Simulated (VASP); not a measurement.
# SiO2 (P6_522) in VASP: a series of runs

The runs below take SiO2 through single point, with LDA.

Everything below comes from runs of VASP 6.6.1. Logs are shortened: lines on timing, memory, paths and dates and some standing lists are left out, and cuts for length are marked.

### 1 The cell of the first run

Symmetry: P6_522, No. 179, hexagonal system. The conventional cell has a = 7.481 Å, b = 7.481 Å, c = 7.276 Å, α = 90.00°, β = 90.00°, γ = 120.00°. Within 2.2 Å of Si (site symmetry 2) lie 4 O at 1.64 to 1.65 Å. O (site symmetry 2) has 2 Si at 1.64 Å within 2.2 Å. O (site symmetry 2) has 2 Si at 1.65 Å within 2.2 Å.

### 2 Single point, LDA (19.59 Å³/atom)

Input file INCAR:

```
SYSTEM = SiO2
PREC = Accurate
ENCUT = 520
EDIFF = 1E-6
ISMEAR = 0
SIGMA = 0.02
LREAL = Auto
LASPH = .True.
NELM = 100
ALGO = Normal
ISIF = 2
LWAVE = .False.
LCHARG = .True.
GGA = CA
LELF = .True.
LVHAR = .True.
NBANDS = 63
```

Input file KPOINTS:

```
regular mesh
0
Gamma
  6 6 4
  0 0 0
```

Input file POSCAR:

```
SiO2
1.0
    7.4809092271      0.0000000000      0.0000000000
   -3.7404546135      6.4786574340      0.0000000000
    0.0000000000      0.0000000000      7.2758843639
Si O
6 12
Direct
    0.5299381318      0.7649690659      0.4166666667
    0.4700618682      0.2350309341      0.9166666667
    0.2350309341      0.4700618682      0.7500000000
    0.7649690659      0.2350309341      0.5833333333
    0.7649690659      0.5299381318      0.2500000000
    0.2350309341      0.7649690659      0.0833333333
    0.6150272476      0.3849727524      0.0833333333
    0.0000000000      0.6729095579      0.1666666667
    0.7699455049      0.3849727524      0.4166666667
    0.6729095579      0.6729095579      0.3333333333
    0.3270904421      0.3270904421      0.8333333333
    0.6150272476      0.2300544951      0.7500000000
    0.2300544951      0.6150272476      0.9166666667
    0.3270904421      0.0000000000      0.0000000000
    0.0000000000      0.3270904421      0.6666666667
    0.3849727524      0.7699455049      0.2500000000
    0.3849727524      0.6150272476      0.5833333333
    0.6729095579      0.0000000000      0.5000000000
```

Potentials or basis: VASP PAW LDA potentials, release 64 (Si, O).

On the command line:

```
$ cat potpaw_LDA.64/Si/POTCAR potpaw_LDA.64/O/POTCAR > POTCAR
$ mpirun -np 1 vasp_std > vasp.out
```

OUTCAR:

```text
SYSTEM = SiO2
   PREC = Accurate
   ENCUT = 520
   EDIFF = 1E-6
   ISMEAR = 0
   LREAL = Auto
   LASPH = .True.
   NELM = 100
   ISIF = 2
   GGA = CA

 ion  position               nearest neighbor table
   1  0.530  0.765  0.417-  17 1.64  16 1.64  18 1.65  10 1.65
   2  0.470  0.235  0.917-   7 1.64  12 1.64  14 1.65  11 1.65
   3  0.235  0.470  0.750-  17 1.64  13 1.64  11 1.65  15 1.65
   4  0.765  0.235  0.583-   9 1.64  12 1.64  18 1.65  15 1.65
   5  0.765  0.530  0.250-   7 1.64   9 1.64  10 1.65   8 1.65
   6  0.235  0.765  0.083-  13 1.64  16 1.64  14 1.65   8 1.65
   7  0.615  0.385  0.083-   2 1.64   5 1.64
   8  0.000  0.673  0.167-   5 1.65   6 1.65
   9  0.770  0.385  0.417-   4 1.64   5 1.64
  10  0.673  0.673  0.333-   5 1.65   1 1.65
  11  0.327  0.327  0.833-   3 1.65   2 1.65
  12  0.615  0.230  0.750-   4 1.64   2 1.64
  13  0.230  0.615  0.917-   6 1.64   3 1.64
  14  0.327  0.000  0.000-   6 1.65   2 1.65
  15  0.000  0.327  0.667-   3 1.65   4 1.65
  16  0.385  0.770  0.250-   6 1.64   1 1.64
  17  0.385  0.615  0.583-   1 1.64   3 1.64
  18  0.673  0.000  0.500-   4 1.65   1 1.65

  LATTYP: Found a hexagonal cell.
 ALAT       =     7.4809092271
 C/A-ratio  =     0.9725935903

  Lattice vectors:

 A1 = (   7.4809092271,   0.0000000000,   0.0000000000)
 A2 = (  -3.7404546135,   6.4786574340,   0.0000000000)
 A3 = (   0.0000000000,   0.0000000000,   7.2758843639)

Analysis of symmetry for initial positions (statically):
=====================================================================
 Subroutine PRICEL returns:
 Original cell was already a primitive cell.

 Routine SETGRP: Setting up the symmetry group for a
 hexagonal supercell.

 Subroutine GETGRP returns: Found 12 space group operations
 (whereof  2 operations were pure point group operations)
 out of a pool of 24 trial point group operations.

The static configuration has the point symmetry C_2 .
 The point group associated with its full space group is D_6 .

Analysis of symmetry for dynamics (positions and initial velocities):
=====================================================================
 Subroutine PRICEL returns:
 Original cell was already a primitive cell.

 Routine SETGRP: Setting up the symmetry group for a
 hexagonal supercell.

 Subroutine GETGRP returns: Found 12 space group operations
 (whereof  2 operations were pure point group operations)
 out of a pool of 24 trial point group operations.

The dynamic configuration has the point symmetry C_2 .
 The point group associated with its full space group is D_6 .

 Subroutine INISYM returns: Found 12 space group operations
 (whereof  2 operations are pure point group operations),
 and found     1 'primitive' translations

----------------------------------------------------------------------------------------

                                     Primitive cell

  volume of cell :     352.6348

  direct lattice vectors                    reciprocal lattice vectors
     7.480909227  0.000000000  0.000000000     0.133673591  0.077176484  0.000000000
    -3.740454613  6.478657434  0.000000000     0.000000000  0.154352967  0.000000000
     0.000000000  0.000000000  7.275884364     0.000000000  0.000000000  0.137440337

  length of vectors
     7.480909227  7.480909227  7.275884364     0.154352967  0.154352967  0.137440337

  position of ions in fractional coordinates (direct lattice)
     0.529938132  0.764969066  0.416666667
     0.470061868  0.235030934  0.916666667
     0.235030934  0.470061868  0.750000000
     0.764969066  0.235030934  0.583333333
     0.764969066  0.529938132  0.250000000
     0.235030934  0.764969066  0.083333333
[... 10 lines left out ...]
     0.384972752  0.615027248  0.583333333
     0.672909558  0.000000000  0.500000000

  ion indices of the primitive-cell ions
   primitive index   ion index
                 1           1
                 2           2
                 3           3
                 4           4
                 5           5
                 6           6
[... 10 lines left out ...]
                17          17
                18          18

----------------------------------------------------------------------------------------

 KPOINTS: regular mesh

Automatic generation of k-mesh.
 Grid dimensions read from file:
 generate k-points for:    6    6    4

 Generating k-lattice:

  Cartesian coordinates                     Fractional coordinates (reciprocal lattice)
     0.022278932  0.012862747  0.000000000     0.166666667  0.000000000  0.000000000
     0.000000000  0.025725495  0.000000000     0.000000000  0.166666667  0.000000000
     0.000000000  0.000000000  0.034360084     0.000000000  0.000000000  0.250000000

  Length of vectors
     0.025725495  0.025725495  0.034360084

  Shift w.r.t. Gamma in fractional coordinates (k-lattice)
     0.000000000  0.000000000  0.000000000

 Subroutine IBZKPT returns following result:
 ===========================================

 Found     21 irreducible k-points:

 Following reciprocal coordinates:
            Coordinates               Weight
  0.000000  0.000000  0.000000      1.000000
  0.166667  0.000000  0.000000      6.000000
  0.333333  0.000000  0.000000      6.000000
  0.500000  0.000000  0.000000      3.000000
  0.166667  0.166667  0.000000      6.000000
  0.333333  0.166667  0.000000     12.000000
[... 13 lines left out ...]
  0.333333  0.166667  0.500000     12.000000
  0.333333  0.333333  0.500000      2.000000
   k-points           NKPTS =     21   k-points in BZ     NKDIM =     21   number of bands    NBANDS=     63
   number of dos      NEDOS =    301   number of ions     NIONS =     18
   total plane-waves  NPLWV = 169344
   dimension x,y,z NGX =    56 NGY =   56 NGZ =   54
   dimension x,y,z NGXF=   112 NGYF=  112 NGZF=  108
   ions per type =               6  12
   NGX,Y,Z   is equivalent  to a cutoff of  12.44, 12.44, 12.34 a.u.
   NGXF,Y,Z  is equivalent  to a cutoff of  24.89, 24.89, 24.68 a.u.
 SYSTEM =  SiO2
   PREC   = accura    normal or accurate (medium, high low for compatibility)
   ISTART =      0    job   : 0-new  1-cont  2-samecut
   ICHARG =      2    charge: 1-file 2-atom 10-const
   ISPIN  =      1    spin polarized calculation?
   LNONCOLLINEAR =      F non collinear calculations
   LSORBIT =      F    spin-orbit coupling
   LASPH  =      T    aspherical Exc in radial PAW
   ENCUT  =  520.0 eV  38.22 Ry    6.18 a.u.  13.91 13.91 13.53*2*pi/ulx,y,z
   NELM   =    100;   NELMIN=  2; NELMDL= -5     # of ELM steps
   EDIFF  = 0.1E-05   stopping-criterion for ELM
   LREAL  =      T    real-space projection
   EDIFFG = 0.1E-04   stopping-criterion for IOM
   NSW    =      0    number of steps for IOM
   IBRION =     -1    ionic relax: 0-MD 1-quasi-New 2-CG
   NFREE  =      0    steps in history (QN), initial steepest desc. (CG)
   ISIF   =      2    stress and relaxation
   ISYM   =      2    0-nonsym 1-usesym 2-fastsym
   POTIM  = 0.5000    time-step for ionic-motion
   TEBEG  =    0.0;   TEEND  =   0.0 temperature during run
   PSTRESS=    0.0 pullay stress
   NELECT =      96.0000    total number of electrons
   NUPDOWN=      -1.0000    fix difference up-down
   EMIN   =  10.00;   EMAX   =-10.00  energy-range for DOS
   EFERMI =   0.00;   METHOD = LEGACY
   ISMEAR =     0;   SIGMA  =   0.02  broadening in eV -4-tet -1-fermi 0-gaus
   EFERMI_NEDOS =   21; number of points for ismear=-14 and -15
   IALGO  =     38    algorithm
   IMIX   =      4    mixing-type and parameters
     AMIX     =   0.40;   BMIX     =  1.00
     AMIX_MAG =   1.60;   BMIX_MAG =  1.00
  volume/ion in A,a.u.               =      19.59       132.21
  Fermi-wavevector in a.u.,A,eV,Ry     =   1.061020  2.005037 15.316937  1.125763
  Thomas-Fermi vector in A             =   2.196421
   LORBIT       =      0    0 simple, 1 ext, 2 COOP (PROOUT), +10 PAW based schemes
   GGA     = CA    functional components
   LHFCALC =     F    Hartree Fock is set to
   AEXX    =    0.0000 exact exchange contribution
   IVDW    =     0    specifies the selected vdW correction
   LEPSILON=     F    determine dielectric tensor
   LRPA    =     F    only Hartree local field effects (RPA)
 non-spin polarized calculation
 Gauss-broadening in eV      SIGMA  =   0.02
  energy-cutoff  :      520.00
  volume of cell :      352.63
 maximum number of plane-waves:      9524
 NGX is ok and might be reduce to    56
   NGX = 27   NGY = 27   NGZ = 27

 number of electron      95.9999959 magnetization

 Free energy of the ion-electron system (eV)
  ---------------------------------------------------
  ext. energy  EPLUGINS =         0.00000000
  ---------------------------------------------------
  free energy    TOTEN  =      -154.44539817 eV

  energy without entropy =     -154.44539817  energy(sigma->0) =     -154.44539817

 E-fermi :  -2.0705     XC(G=0):  -7.2626

 val. band max:       -2.1869058520   @ k =   0.5000   0.0000   0.2500
 cond. band min:       3.0433723603   @ k =   0.0000   0.0000   0.0000
 fundamental gap:      5.2302782123
 Fermi energy:        -2.0704735026

 k-point     1 :       0.0000    0.0000    0.0000
  band No.  band energies     occupation
      1     -20.8074      2.00000
      2     -20.0010      2.00000
      3     -19.9802      2.00000
      4     -19.9802      2.00000
      5     -19.5078      2.00000
      6     -19.5078      2.00000
[... 52 lines left out ...]
     59       7.5716      0.00000
     60       7.5716      0.00000

 k-point     2 :       0.1667    0.0000    0.0000
  band No.  band energies     occupation
      1     -20.7755      2.00000
      2     -20.1002      2.00000
      3     -19.9852      2.00000
      4     -19.9784      2.00000
      5     -19.5119      2.00000
      6     -19.4310      2.00000
[... 1186 lines left out ...]
     59       7.1956      0.00000
     60       7.1956      0.00000

 k-point    21 :       0.3333    0.3333    0.5000
  band No.  band energies     occupation
      1     -20.3690      2.00000
      2     -20.3690      2.00000
      3     -20.2331      2.00000
      4     -20.2331      2.00000
      5     -19.2660      2.00000
      6     -19.2660      2.00000
[... 52 lines left out ...]
     59       7.1840      0.00000
     60       7.1840      0.00000
 [bands above 60 left out]

------------------------ aborting loop because EDIFF is reached ----------------------------------------

  FORCE on cell =-STRESS in cart. coord.  units (eV):
  Direction    XX          YY          ZZ          XY          YZ          ZX
  --------------------------------------------------------------------------------------
  -------------------------------------------------------------------------------------
  Total      -22.6184618    -22.6184617    -22.6248876     -0.0000000     -0.0000000      0.0000000
  in kB     -102.7657647   -102.7657647   -102.7949602     -0.0000000     -0.0000000      0.0000000
  external PRESSURE =    -102.7754965 kB  Pullay stress =       0.0000000 kB

 VOLUME and BASIS-vectors are now :
 -----------------------------------------------------------------------------
  energy-cutoff  :      520.00
  volume of cell :      352.63
      direct lattice vectors                 reciprocal lattice vectors
     7.480909227  0.000000000  0.000000000     0.133673591  0.077176484  0.000000000
    -3.740454613  6.478657434  0.000000000     0.000000000  0.154352967  0.000000000
     0.000000000  0.000000000  7.275884364     0.000000000  0.000000000  0.137440337

 POSITION                                       TOTAL-FORCE (eV/Angst)
 -----------------------------------------------------------------------------------
      1.10309      4.95597      3.03162         0.010051      0.005803     -0.000000
      2.63737      1.52268      6.66956        -0.010051     -0.005803      0.000000
      0.00000      3.04537      5.45691        -0.000000     -0.011605      0.000000
      4.84354      1.52268      4.24427         0.010051     -0.005803      0.000000
      3.74045      3.43329      1.81897         0.000000      0.011605     -0.000000
     -1.10309      4.95597      0.60632        -0.010051      0.005803      0.000000
[... 10 lines left out ...]
      0.57946      3.98455      4.24427         0.006436     -0.003716      0.000000
      5.03398      0.00000      3.63794         0.000988      0.000000      0.000000
 -----------------------------------------------------------------------------------
    total drift:                               -0.000000      0.000000      0.000000

  FREE ENERGIE OF THE ION-ELECTRON SYSTEM (eV)
  ---------------------------------------------------
  free  energy   TOTEN  =      -154.4453981715 eV

  energy  without entropy=     -154.4453981715  energy(sigma->0) =     -154.44539817
```

It took 12 min on 1 thread of Oxide Virtual Turin-like, shared host; peak memory 0.45 GiB.

Results:

- Free energy: -154.4454 eV
- Pressure: -10.3 GPa
- Largest force: 0.012 eV/Å
- Band gap on the k mesh: 5.23 eV (least direct gap 5.42 eV)

Forces on the atoms (eV/Å):
```
Si   0.010  0.006  0.000
Si  -0.010 -0.006  0.000
Si   0.000 -0.012  0.000
Si   0.010 -0.006  0.000
Si   0.000  0.012  0.000
Si  -0.010  0.006  0.000
O   -0.006  0.004  0.000
O    0.000  0.001  0.000
O    0.006  0.004  0.000
O    0.000  0.001  0.000
O    0.000 -0.001  0.000
O    0.000 -0.007  0.000
O   -0.006 -0.004  0.000
O   -0.001  0.000  0.000
O    0.000 -0.001  0.000
O    0.000  0.007  0.000
O    0.006 -0.004  0.000
O    0.001  0.000  0.000
```

Levels at points of the mesh, in eV from the valence-band top:
| k point | band 44 | band 45 | band 46 | band 47 | band 48 | band 49 | band 50 | band 51 | band 52 | band 53 |
| --- | --- | --- | --- | --- | --- | --- | --- | --- | --- | --- |
| (0.00, 0.00, 0.00) | -0.30 | -0.29 | -0.21 | -0.19 | -0.19 | 5.23 | 7.79 | 8.10 | 8.10 | 8.21 |
| (0.50, 0.00, 0.00) | -0.32 | -0.31 | -0.12 | -0.08 | -0.02 | 6.38 | 6.68 | 8.02 | 8.21 | 8.33 |
| (0.00, 0.00, 0.50) | -0.65 | -0.22 | -0.22 | -0.06 | -0.06 | 6.29 | 6.29 | 8.16 | 8.16 | 8.87 |
| (0.50, 0.00, 0.50) | -0.30 | -0.09 | -0.09 | -0.03 | -0.03 | 7.03 | 7.03 | 7.50 | 7.50 | 8.18 |

Caveat: the cell stands under tension. A k mesh can miss the band edges.

### 3 Single point, LDA

This run uses another cell than the first one, of 17.81 Å³/atom.

Input file INCAR:

```
SYSTEM = SiO2
PREC     = Accurate       ! precision mode
ENCUT    = 520            ! plane-wave cutoff, eV
EDIFF    = 1E-6           ! SCF threshold, eV
ISMEAR   = 0              ! smearing method
SIGMA    = 0.02           ! smearing width, eV
LREAL    = Auto         
LASPH    = .TRUE.         ! aspherical terms in the spheres
NELM     = 80             ! most SCF steps
ALGO     = Normal         ! electronic algorithm
ISIF     = 2              ! what is computed and relaxed
LWAVE    = .FALSE.        ! write WAVECAR
LCHARG   = .TRUE.         ! write CHGCAR
LELF     = .TRUE.         ! ELF
LVHAR    = .TRUE.       
NBANDS   = 63             ! bands
```

Input file KPOINTS:

```
regular mesh
0
G
  6 6 4
  0 0 0
```

Input file POSCAR:

```
SiO2
1.0
    7.2750244854      0.0000000000      0.0000000000
   -3.6375122427      6.3003560175      0.0000000000
    0.0000000000      0.0000000000      6.9941179885
Si O
6 12
Direct
    0.5336655287      0.7668327644      0.4166666667
    0.4663344713      0.2331672356      0.9166666667
    0.2331672356      0.4663344713      0.7500000000
    0.7668327644      0.2331672356      0.5833333333
    0.7668327644      0.5336655287      0.2500000000
    0.2331672356      0.7668327644      0.0833333333
    0.6125229397      0.3874770603      0.0833333333
    0.0000000000      0.6829970840      0.1666666667
    0.7749541206      0.3874770603      0.4166666667
    0.6829970840      0.6829970840      0.3333333333
    0.3170029160      0.3170029160      0.8333333333
    0.6125229397      0.2250458794      0.7500000000
    0.2250458794      0.6125229397      0.9166666667
    0.3170029160      0.0000000000      0.0000000000
    0.0000000000      0.3170029160      0.6666666667
    0.3874770603      0.7749541206      0.2500000000
    0.3874770603      0.6125229397      0.5833333333
    0.6829970840      0.0000000000      0.5000000000
```

Potentials or basis: VASP PAW LDA potentials, release 64 (Si, O).

On the command line:

```
$ cat potpaw_LDA.64/Si/POTCAR potpaw_LDA.64/O/POTCAR > POTCAR
$ mpirun -np 1 vasp_std > vasp.out
```

It took 16 min on 1 thread of Oxide Virtual Turin-like, shared host; peak memory 0.41 GiB.

It converged, with:

```yaml
Free_energy: -155.4795 eV
Pressure: 0.4 GPa
Largest_force: 0.016 eV/Å
Band_gap_on_the_k_mesh: 5.65 eV (least direct gap 5.81 eV)
```

Forces on the atoms (eV/Å):
```
Si   0.014  0.008  0.000
Si  -0.014 -0.008  0.000
Si   0.000 -0.016  0.000
Si   0.014 -0.008  0.000
Si   0.000  0.016  0.000
Si  -0.014  0.008  0.000
O    0.002 -0.001  0.000
O    0.001 -0.002  0.000
O   -0.002 -0.001  0.000
O   -0.001 -0.002  0.000
O    0.001  0.002  0.000
O    0.000  0.003  0.000
O    0.002  0.001  0.000
O    0.003  0.000  0.000
O   -0.001  0.002  0.000
O    0.000 -0.003  0.000
O   -0.002  0.001  0.000
O   -0.003  0.000  0.000
```

Levels at points of the mesh, in eV from the valence-band top:
```csv
k point,band 44,band 45,band 46,band 47,band 48,band 49,band 50,band 51,band 52,band 53
"(0.00, 0.00, 0.00)",-0.35,-0.32,-0.27,-0.16,-0.16,5.65,8.54,8.54,8.95,9.05
"(0.50, 0.00, 0.00)",-0.39,-0.37,-0.15,-0.04,-0.03,6.84,7.04,8.52,8.68,9.05
"(0.00, 0.00, 0.50)",-0.70,-0.24,-0.24,-0.12,-0.12,6.74,6.74,9.07,9.07,9.30
"(0.50, 0.00, 0.50)",-0.33,-0.09,-0.09,-0.03,-0.03,7.75,7.75,7.77,7.77,8.88
```

(Continued in part 2 of 2.)
